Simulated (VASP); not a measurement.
Write the native input for VASP 6.6.1 that does the following.

```yaml
Task: single point
Functional: PBEsol
Potentials_or_basis: VASP PAW PBE potentials, release 64 (B, N)
Cutoff: 520 eV
k_mesh: 12 × 12 × 6
Occupations: gaussian, width 0.05 eV
Spin: no spin polarisation
Dipole_correction: no
Further_INCAR_settings: ALGO = Normal; EDIFF = 1e-07; NBANDS = 16
```

The structure of BN lies in POSCAR:

```
BN
1.0
    2.5539396017      0.0000000000      0.0000000000
   -1.2769698009      2.2117765748      0.0000000000
    0.0000000000      0.0000000000      4.2268550000
B N
2 2
Direct
    0.6666666667      0.3333333333      0.9997240000
    0.3333333333      0.6666666667      0.4997240000
    0.5793227787      0.2693931696      0.6489342518
    0.3333333333      0.6666666667      0.1252760000
```

This cell differs from its parent crystal: atom 3 (N) moved by (-0.200, +0.100) A along [1 1 0] and z.

These files were run (other wordings do the same):

INCAR

```
PREC     = Accurate       # precision mode
ENCUT    = 520            # plane-wave cutoff, eV
EDIFF    = 1E-7           # SCF threshold, eV
ISMEAR   = 0              # smearing method
SIGMA    = 0.05           # smearing width, eV
LREAL    = False          # projectors in reciprocal space
LASPH    = True           # aspherical terms in the spheres
NELM     = 60             # most SCF steps
ALGO     = Normal         # electronic algorithm
ISIF     = 2              # what is computed and relaxed
LWAVE    = False          # write WAVECAR
LCHARG   = True           # write CHGCAR
GGA      = PS             # functional
LELF     = True           # ELF
LVHAR    = True         
NBANDS   = 16             # bands
```

KPOINTS

```
regular mesh
0
Gamma
  12 12 6
```

Potentials or basis: VASP PAW PBE potentials, release 64 (B, N).

Launch:

```console
$ cat potpaw_PBE.64/B/POTCAR potpaw_PBE.64/N/POTCAR > POTCAR
$ mpirun -np 1 vasp_std > vasp.out
```

It gave:

```yaml
Pressure: 0.0 GPa
Largest_force: 4.390 eV/Å
Band_gap_on_the_k_mesh: 3.43 eV (least direct gap 6.95 eV)
```

Caveat: the cell differs from its parent crystal (atom 3 (N) moved by (-0.200, +0.100) A along [1 1 0] and z); the PAW data sets were made with another functional, which shifts forces and pressure a little.

It took 3.4 min on 1 thread of Intel Xeon 8259CL, with other jobs on the host, peak memory 0.24 GiB.
